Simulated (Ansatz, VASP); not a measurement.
## Pd: VASP beside Ansatz

Contents of INCAR:

```
ALGO = Normal
EDIFF = 1E-7
ENCUT = 520
GGA = PS
ISIF = 2
ISMEAR = 1
ISPIN = 2
LASPH = True
LCHARG = False
LMAXMIX = 4
LORBIT = 11
LREAL = False
LWAVE = False
MAGMOM = 0.5
NBANDS = 15
NELM = 150
PREC = Accurate
SIGMA = 0.1
```

File KPOINTS:

```
k-points
0
Gamma
  9 9 9
```

Contents of POSCAR:

```
Pd
1.0
   -0.0087820000      1.9086630000      1.9289820000
    2.0038920000     -0.0312680000      1.9514680000
    1.9645450000      1.8918010000      0.0080800000
Pd
1
Direct
    0.0000000000      0.0000000000      0.0000000000
```

The input input.yaml:

```yaml
crystal:
  lattice:
    - [-0.008782, 1.908663, 1.928982]
    - [2.003892, -0.031268, 1.951468]
    - [1.964545, 1.891801, 0.00808]
  atoms:
    - { symbol: Pd, position: [0.0, 0.0, 0.0], spin: 0.5 }
hamiltonian:
  xc: pbesol
  pseudopotentials: { kind: paw }
magnetization:
  spin_polarized: true
kpoints:
  mp_grid: { grid: [9, 9, 9] }
scf:
  occupations: { method: methfessel_paxton, width: 0.1 }
output:
  forces: true
  stress: true
  eigenvalues: true
  bader: true
  populations: true
```

Change from the starting cell: cell strained at random at fixed volume.

Alike in both runs: functional PBEsol; k mesh 9 × 9 × 9; occupations methfessel-paxton of order 1, width 0.1 eV; collinear spin.

|  | VASP | Ansatz |
| --- | --- | --- |
| version | VASP 6.6.1 | Ansatz 0.2.0 |
| potentials or method | VASP PAW PBE potentials, release 64 (Pd) | Ansatz PAW |
| plane-wave cutoff (eV) | 520 | 420 |
| valence electrons in the cell | 10 | 18 |
| task | single point | atomic charges |

|  | VASP | Ansatz | Ansatz less VASP |
| --- | --- | --- | --- |
| gap on the k mesh at the Fermi level (eV) | none | none | - |
| pressure (GPa) | -3.3 | -2.9 | +0.36 |
| traceless stress, the component that is largest in VASP (GPa) | -2.12 | -2.17 | -0.049 |
| net moment per atom (μB) | 0.01 | 0.00 | -0.011 |

VASP's potentials were made for PBE, not for PBEsol. A gap of «none» marks a metal or a gap that the smearing closes. VASP's potentials hold 10 valence electrons a cell and Ansatz's 18, so a difference there can come from the potentials and not from the codes.
